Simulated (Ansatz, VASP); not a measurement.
**Two plane-wave programs on Ru**

INCAR

```
SYSTEM = Ru
PREC = Accurate ; ENCUT = 600
EDIFF = 1E-7 ; ISMEAR = 0
SIGMA = 0.1 ; LREAL = .False.
LASPH = .True. ; NELM = 100
ALGO = Fast ; ISIF = 3
LWAVE = .False. ; LCHARG = .False.
GGA = PS ; IBRION = 2
NSW = 100 ; EDIFFG = -0.005
```

Contents of KPOINTS:

```
regular mesh
0
Gamma
  18 18 10
  0 0 0
```

POSCAR

```
Ru
1.0
    2.7078263433      0.0000000000      0.0000000000
   -1.3539131716      2.3450464023      0.0000000000
    0.0000000000      0.0000000000      4.2681017800
Ru
2
Direct
    0.3333333300      0.6666666700      0.2500000000
    0.6666666700      0.3333333300      0.7500000000
```

Input for Ansatz:

```yaml
crystal:
  lattice:
    - [2.7078263433, 0.0, 0.0]
    - [-1.3539131716, 2.3450464023, 0.0]
    - [0.0, 0.0, 4.26810178]
  atoms:
    - { symbol: Ru, position: [0.33333333, 0.66666667, 0.25] }
    - { symbol: Ru, position: [0.66666667, 0.33333333, 0.75] }
basis:
  ecutwfc: 420
kpoints:
  mp_grid: { grid: [18, 18, 10] }
hamiltonian:
  xc: pbesol
scf:
  occupations: { method: gaussian, width: 0.1 }
output:
  forces: true
  stress: true
  eigenvalues: true
relax:
  adjacent_minimum: "off"
  f_tol: 0.005
  max_steps: 80
  cell: { stress_tol: 0.05 }
```

Alike in both runs: task relaxation of cell and atoms; functional PBEsol; k mesh 18 × 18 × 10; occupations gaussian, width 0.1 eV; no spin polarisation.

```csv
,VASP,Ansatz
version,VASP 6.6.1,Ansatz 0.2.0
potentials or method,"VASP PAW PBE potentials, release 64 (Ru_pv), cutoff 600 eV","scalar-relativistic, plane waves, PAW"
valence electrons in the cell,28,32
```

|  | VASP | Ansatz | Ansatz less VASP |
| --- | --- | --- | --- |
| gap on the k mesh at the Fermi level, each at its own relaxed structure (eV) | none | none | - |
| relaxed volume (Å³/atom) | 13.32 | 13.32 | +0.002 |
| relaxed length of the cell vector where the two differ most in proportion (Å) | 4.252 | 4.252 | +0.0003 |

VASP's potentials were made for PBE, not for PBEsol. A gap of «none» marks a metal or a gap that the smearing closes. VASP's potentials hold 28 valence electrons a cell and Ansatz's 32, so a difference there can come from the potentials and not from the codes.
